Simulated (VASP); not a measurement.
# AlNi (Pm-3m) in VASP: notebook, part 2 of 2

VASP 6.6.1. The steps go on from the part before.

### Step 3. Relaxation of cell and atoms, PBE, collinear spin, ferromagnetic start

This run uses another cell than the first one, of 11.96 Å³/atom.

INCAR

```
PREC = Accurate
ENCUT = 600
EDIFF = 1E-7
ISMEAR = -1
SIGMA = 0.05
LREAL = False
LASPH = True
NELM = 150
ALGO = Normal
ISIF = 3
LWAVE = False
LCHARG = False
ISPIN = 2
MAGMOM = 0 1.5
LORBIT = 11
LMAXMIX = 4
GGA = PE
IBRION = 2
NSW = 80
EDIFFG = -0.01
```

KPOINTS

```
regular mesh
0
Gamma
  11 11 11
```

POSCAR

```
AlNi
1.0
    2.8810000000      0.0000000000      0.0000000000
    0.0000000000      2.8810000000      0.0000000000
    0.0000000000      0.0000000000      2.8810000000
Al Ni
1 1
Direct
    0.0000000000      0.0000000000      0.0000000000
    0.5000000000      0.5000000000      0.5000000000
```

Potentials or basis: VASP PAW PBE potentials, release 64 (Al, Ni).

The run is started by

```sh
> cat potpaw_PBE.64/Al/POTCAR potpaw_PBE.64/Ni/POTCAR > POTCAR
> mpirun -np 1 vasp_std > vasp.out
```

OUTCAR:

```text
PREC = Accurate
   ENCUT = 600
   EDIFF = 1E-7
   ISMEAR = -1
   LREAL = False
   LASPH = True
   NELM = 150
   ISIF = 3
   ISPIN = 2
   LORBIT = 11
   GGA = PE
   IBRION = 2
   NSW = 80
   EDIFFG = -0.01

 ion  position               nearest neighbor table
   1  0.000  0.000  0.000-   2 2.50   2 2.50   2 2.50   2 2.50   2 2.50   2 2.50   2 2.50   2 2.50

   2  0.500  0.500  0.500-   1 2.50   1 2.50   1 2.50   1 2.50   1 2.50   1 2.50   1 2.50   1 2.50

  LATTYP: Found a simple cubic cell.
 ALAT       =     2.8810000000

  Lattice vectors:

 A1 = (   2.8810000000,   0.0000000000,   0.0000000000)
 A2 = (   0.0000000000,   2.8810000000,   0.0000000000)
 A3 = (   0.0000000000,   0.0000000000,   2.8810000000)

Analysis of symmetry for initial positions (statically):
=====================================================================
 Subroutine PRICEL returns:
 Original cell was already a primitive cell.

 Routine SETGRP: Setting up the symmetry group for a
 simple cubic supercell.

 Subroutine GETGRP returns: Found 48 space group operations
 (whereof 48 operations were pure point group operations)
 out of a pool of 48 trial point group operations.

The static configuration has the point symmetry O_h .

Analysis of symmetry for dynamics (positions and initial velocities):
=====================================================================
 Subroutine PRICEL returns:
 Original cell was already a primitive cell.

 Routine SETGRP: Setting up the symmetry group for a
 simple cubic supercell.

 Subroutine GETGRP returns: Found 48 space group operations
 (whereof 48 operations were pure point group operations)
 out of a pool of 48 trial point group operations.

The dynamic configuration has the point symmetry O_h .

Analysis of structural, dynamic, and magnetic symmetry:
=====================================================================
 Subroutine PRICEL returns:
 Original cell was already a primitive cell.

 Routine SETGRP: Setting up the symmetry group for a
 simple cubic supercell.

 Subroutine GETGRP returns: Found 48 space group operations
 (whereof 48 operations were pure point group operations)
 out of a pool of 48 trial point group operations.

The overall configuration has the point symmetry O_h .

 Subroutine INISYM returns: Found 48 space group operations
 (whereof 48 operations are pure point group operations),
 and found     1 'primitive' translations

----------------------------------------------------------------------------------------

                                     Primitive cell

  volume of cell :      23.9128

  direct lattice vectors                    reciprocal lattice vectors
     2.881000000  0.000000000  0.000000000     0.347101701  0.000000000  0.000000000
     0.000000000  2.881000000  0.000000000     0.000000000  0.347101701  0.000000000
     0.000000000  0.000000000  2.881000000     0.000000000  0.000000000  0.347101701

  length of vectors
     2.881000000  2.881000000  2.881000000     0.347101701  0.347101701  0.347101701

  position of ions in fractional coordinates (direct lattice)
     0.000000000  0.000000000  0.000000000
     0.500000000  0.500000000  0.500000000

  ion indices of the primitive-cell ions
   primitive index   ion index
                 1           1
                 2           2

[... 33 lines left out ...]
  0.454545  0.000000  0.000000      6.000000
[... 16 lines left out ...]
  0.181818  0.090909  0.090909     24.000000
  0.272727  0.090909  0.090909     24.000000
 [... further k-points ...]
   k-points           NKPTS =     56   k-points in BZ     NKDIM =     56   number of bands    NBANDS=     11
   number of dos      NEDOS =    301   number of ions     NIONS =      2
   total plane-waves  NPLWV =  13824
   dimension x,y,z NGX =    24 NGY =   24 NGZ =   24
   dimension x,y,z NGXF=    48 NGYF=   48 NGZF=   48
   ions per type =               1   1
   NGX,Y,Z   is equivalent  to a cutoff of  13.85, 13.85, 13.85 a.u.
   NGXF,Y,Z  is equivalent  to a cutoff of  27.70, 27.70, 27.70 a.u.
 SYSTEM =  unknown system
   PREC   = accura    normal or accurate (medium, high low for compatibility)
   ISTART =      0    job   : 0-new  1-cont  2-samecut
   ICHARG =      2    charge: 1-file 2-atom 10-const
   ISPIN  =      2    spin polarized calculation?
   LNONCOLLINEAR =      F non collinear calculations
   LSORBIT =      F    spin-orbit coupling
   LASPH  =      T    aspherical Exc in radial PAW
   ENCUT  =  600.0 eV  44.10 Ry    6.64 a.u.   5.75  5.75  5.75*2*pi/ulx,y,z
   NELM   =    150;   NELMIN=  2; NELMDL= -5     # of ELM steps
   EDIFF  = 0.1E-06   stopping-criterion for ELM
   LREAL  =      F    real-space projection
   EDIFFG = -.1E-01   stopping-criterion for IOM
   NSW    =     80    number of steps for IOM
   IBRION =      2    ionic relax: 0-MD 1-quasi-New 2-CG
   NFREE  =      1    steps in history (QN), initial steepest desc. (CG)
   ISIF   =      3    stress and relaxation
   ISYM   =      2    0-nonsym 1-usesym 2-fastsym
   POTIM  = 0.5000    time-step for ionic-motion
   TEBEG  =    0.0;   TEEND  =   0.0 temperature during run
   PSTRESS=    0.0 pullay stress
   NELECT =      13.0000    total number of electrons
   NUPDOWN=      -1.0000    fix difference up-down
   EMIN   =  10.00;   EMAX   =-10.00  energy-range for DOS
   EFERMI =   0.00;   METHOD = LEGACY
   ISMEAR =    -1;   SIGMA  =   0.05  broadening in eV -4-tet -1-fermi 0-gaus
   EFERMI_NEDOS =   21; number of points for ismear=-14 and -15
   IALGO  =     38    algorithm
   IMIX   =      4    mixing-type and parameters
     AMIX     =   0.40;   BMIX     =  1.00
     AMIX_MAG =   1.60;   BMIX_MAG =  1.00
  volume/ion in A,a.u.               =      11.96        80.69
  Fermi-wavevector in a.u.,A,eV,Ry     =   1.336122  2.524904 24.289410  1.785221
  Thomas-Fermi vector in A             =   2.464773
   LORBIT       =     11    0 simple, 1 ext, 2 COOP (PROOUT), +10 PAW based schemes
   GGA     = PE    functional components
   LHFCALC =     F    Hartree Fock is set to
   AEXX    =    0.0000 exact exchange contribution
   IVDW    =     0    specifies the selected vdW correction
   LEPSILON=     F    determine dielectric tensor
   LRPA    =     F    only Hartree local field effects (RPA)
 conjugate gradient relaxation of ions
 spin polarized calculation
  energy-cutoff  :      600.00
  volume of cell :       23.91
 maximum number of plane-waves:       812
 NGX is ok and might be reduce to    24
   NGX = 11   NGY = 11   NGZ = 11

--------------------------------------- Ionic step        1  -------------------------------------------

 number of electron      13.0000015 magnetization       0.0002148

 number of electron      13.0000015 magnetization      -0.0002328

 Free energy of the ion-electron system (eV)
  ---------------------------------------------------
  ext. energy  EPLUGINS =         0.00000000
  ---------------------------------------------------
  free energy    TOTEN  =       -10.53690610 eV

  energy without entropy =      -10.52817933  energy(sigma->0) =      -10.53254272

 E-fermi :  10.0236     XC(G=0): -12.0476

 val. band max:        9.9131594084   @ k =   0.3636   0.1818   0.0909
 cond. band min:      10.0304229001   @ k =   0.3636   0.2727   0.0909
 fundamental gap:      0.1172634916
 Fermi energy:        10.0235684418

 spin component 1

 k-point     1 :       0.0000    0.0000    0.0000
  band No.  band energies     occupation
      1      -1.1118      1.00000
      2       6.8075      1.00000
      3       6.8075      1.00000
      4       8.4934      1.00000
      5       8.4934      1.00000
      6       8.4934      1.00000
      7      15.5260      0.00000
      8      15.5260      0.00000
      9      15.5260      0.00000
     10      18.1532      0.00000
     11      18.1532      0.00000
[... 737 lines left out ...]
 number of electron      13.0000013 magnetization       0.0000004

 number of electron      13.0000013 magnetization      -0.0000005

 Free energy of the ion-electron system (eV)
  ---------------------------------------------------
  ext. energy  EPLUGINS =         0.00000000
  ---------------------------------------------------
  free energy    TOTEN  =       -10.53913947 eV

  energy without entropy =      -10.53051934  energy(sigma->0) =      -10.53482940

 E-fermi :   9.8461     XC(G=0): -11.9826

 val. band max:        9.7324946844   @ k =   0.3636   0.1818   0.0909
 cond. band min:       9.8508190996   @ k =   0.3636   0.2727   0.0909
 fundamental gap:      0.1183244151
 Fermi energy:         9.8461152082

 spin component 1

 k-point     1 :       0.0000    0.0000    0.0000
  band No.  band energies     occupation
      1      -1.1912      1.00000
      2       6.6939      1.00000
      3       6.6939      1.00000
      4       8.3430      1.00000
      5       8.3430      1.00000
      6       8.3430      1.00000
      7      15.2905      0.00000
      8      15.2905      0.00000
      9      15.2905      0.00000
     10      17.9312      0.00000
     11      17.9312      0.00000
[... 691 lines left out ...]
  FREE ENERGIE OF THE ION-ELECTRON SYSTEM (eV)
  ---------------------------------------------------
  free  energy   TOTEN  =       -10.5391394715 eV

  energy  without entropy=      -10.5305193367  energy(sigma->0) =      -10.53482940

 reached required accuracy - stopping structural energy minimisation

 total charge

# of ion       s       p       d       tot
------------------------------------------
    1        0.383   0.409   0.000   0.792
    2        0.470   0.501   8.471   9.442
--------------------------------------------------
tot          0.853   0.910   8.471  10.234

 magnetization (x)

# of ion       s       p       d       tot
------------------------------------------
    1       -0.000  -0.000   0.000  -0.000
    2        0.000   0.000   0.000   0.000
--------------------------------------------------
tot          0.000   0.000   0.000   0.000
```

Run time: 1.7 min. Hardware: 1 thread of AMD EPYC 7R13, shared host; peak memory 0.14 GiB.

Results:

```
Free energy                                           : -10.5391 eV
Relaxed volume                                        : 12.12 Å³/atom
Relaxed cell                                          : a = 2.894 Å, b = 2.894 Å, c = 2.894 Å, α = 90.00°, β = 90.00°, γ = 90.00°
Space group after relaxing (to 0.1 Å)                 : Pm-3m (No. 221)
Energy gained by relaxing                             : 1.1 meV/atom
Ionic steps                                           : 3
Pressure after relaxing                               : 0.0 GPa
Net moment                                            : 0.00 μB per cell
Valence electrons inside the program's atomic spheres : Al 0.79; Ni 9.44
```

The path:
```tsv
step	energy change (eV)	largest force (eV/Å)	pressure (GPa)	volume (Å³)
1	0.0000	0.0000	2.23	23.91
2	-0.0010	0.0000	-1.61	24.49
3	-0.0022	0.0000	0.01	24.24
```

Final structure:
```
Al Ni
1.0
     2.89406    0.00000    0.00000
     0.00000    2.89406    0.00000
     0.00000    0.00000    2.89406
Al Ni
1 1
Direct
  0.00000 0.00000 0.00000
  0.50000 0.50000 0.50000
```

Levels at points of the mesh, in eV from the Fermi level:
Spin up:
```tsv
k point	band 3	band 4	band 5	band 6	band 7	band 8	band 9	band 10
(0.00, 0.00, 0.00)	-3.15	-1.50	-1.50	-1.50	5.44	5.44	5.44	8.09
```
Spin down:
| k point | band 2 | band 3 | band 4 | band 5 | band 6 | band 7 | band 8 | band 9 | band 10 | band 11 |
| --- | --- | --- | --- | --- | --- | --- | --- | --- | --- | --- |
| (0.00, 0.00, 0.00) | -3.15 | -3.15 | -1.50 | -1.50 | -1.50 | 5.44 | 5.44 | 5.44 | 8.09 | 8.09 |
